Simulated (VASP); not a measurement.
Set up this calculation in VASP 6.6.1, as the native input.

```
Task                   : single point
Functional             : RPBE
Dispersion             : D4
Potentials or basis    : VASP PAW PBE potentials, release 64 (Pb_d)
Cutoff                 : 520 eV
k mesh                 : 9 × 9 × 9
Occupations            : fermi-dirac, width 0.05 eV
Spin                   : no spin polarisation
Dipole correction      : no
Further INCAR settings : ALGO = Normal; EDIFF = 1e-06; NBANDS = 13
```

The structure of Pb lies in POSCAR:

```
Pb
1.0
    0.0000000000      2.4807065446      2.4807065446
    2.4807065446      0.0000000000      2.4807065446
    2.4807065446      2.4807065446      0.0000000000
Pb
1
Direct
    0.0000000000      0.0000000000      0.0000000000
```

These files were run (other wordings do the same):

INCAR

```
PREC = Accurate
ENCUT = 520
EDIFF = 1E-6
ISMEAR = -1
SIGMA = 0.05
LREAL = False
LASPH = True
NELM = 80
ALGO = Normal
ISIF = 2
LWAVE = False
LCHARG = True
GGA = RP
IVDW = 13
LELF = True
LVHAR = True
NBANDS = 13
```

KPOINTS

```
Automatic mesh
0
Gamma
  9 9 9
```

Potentials or basis: VASP PAW PBE potentials, release 64 (Pb_d).

Launch:

```sh
$ cat potpaw_PBE.64/Pb_d/POTCAR > POTCAR
$ mpirun -np 1 vasp_std > vasp.out
```

Results of the run:

- Pressure: -0.1 GPa
- Band gap on the k mesh: zero (band 7 reaches 14.72 eV, above the bottom of band 8 at 5.80 eV)
- Dispersion energy per atom: -0.725 eV

Caveat: the PAW data sets were made with another functional, which shifts forces and pressure a little; spin-orbit coupling is left out, which moves the levels of the heavy elements; pairwise dispersion overbinds metals, which lowers pressure and volume.

Wall time 32 s on 1 thread of Intel Xeon 8259CL (shared host), peak memory 0.16 GiB.
